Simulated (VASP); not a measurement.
Set up this calculation in VASP 6.6.1, as the native input.

| Quantity | Value |
| --- | --- |
| Task | single point |
| Functional | PBE |
| Potentials or basis | VASP PAW PBE potentials, release 64 (Ga_d, As) |
| Cutoff | 520 eV |
| k mesh | 10 × 10 × 10 |
| Occupations | gaussian, width 0.03 eV |
| Spin | no spin polarisation |
| Dipole correction | no |
| Further INCAR settings | ALGO = Normal; EDIFF = 1e-06; NBANDS = 16 |

The structure of GaAs lies in POSCAR:

```
GaAs
1.0
    0.0000000000      2.8726922659      2.8583288046
    2.8726922659      0.0000000000      2.8583288046
    2.8726922659      2.8726922659      0.0000000000
Ga As
1 1
Direct
    0.0000000000      0.0000000000      0.0000000000
    0.7500000000      0.7500000000      0.7500000000
```

This cell differs from its parent crystal: strain -0.0050 x Voigt [0, 0, 1, 0, 0, 0].

The input as run:

INCAR

```
SYSTEM = GaAs
ALGO     = Normal         ! electronic algorithm
EDIFF    = 1E-6           ! SCF threshold, eV
ENCUT    = 520            ! plane-wave cutoff, eV
GGA      = PE             ! functional
ISIF     = 2              ! what is computed and relaxed
ISMEAR   = 0              ! smearing method
LASPH    = .TRUE.         ! aspherical terms in the spheres
LCHARG   = .FALSE.        ! write CHGCAR
LREAL    = .FALSE.        ! projectors in reciprocal space
LWAVE    = .FALSE.        ! write WAVECAR
NBANDS   = 16             ! bands
NELM     = 100            ! most SCF steps
PREC     = Accurate       ! precision mode
SIGMA    = 0.03           ! smearing width, eV
```

KPOINTS

```
k-points
0
G
  10 10 10
  0 0 0
```

Potentials or basis: VASP PAW PBE potentials, release 64 (Ga_d, As).

The run is started by

```bash
$ cat potpaw_PBE.64/Ga_d/POTCAR potpaw_PBE.64/As/POTCAR > POTCAR
$ mpirun -np 1 vasp_std > vasp.out
```

It gave:

| Property | Result |
| --- | --- |
| Pressure | 0.5 GPa |
| Band gap on the k mesh | 0.18 eV, direct |

Caveat: the cell differs from its parent crystal (strain -0.0050 x Voigt [0, 0, 1, 0, 0, 0]).

It took 70 s on 1 thread of Intel Xeon 6975P-C, on a shared host, peak memory 0.22 GiB.
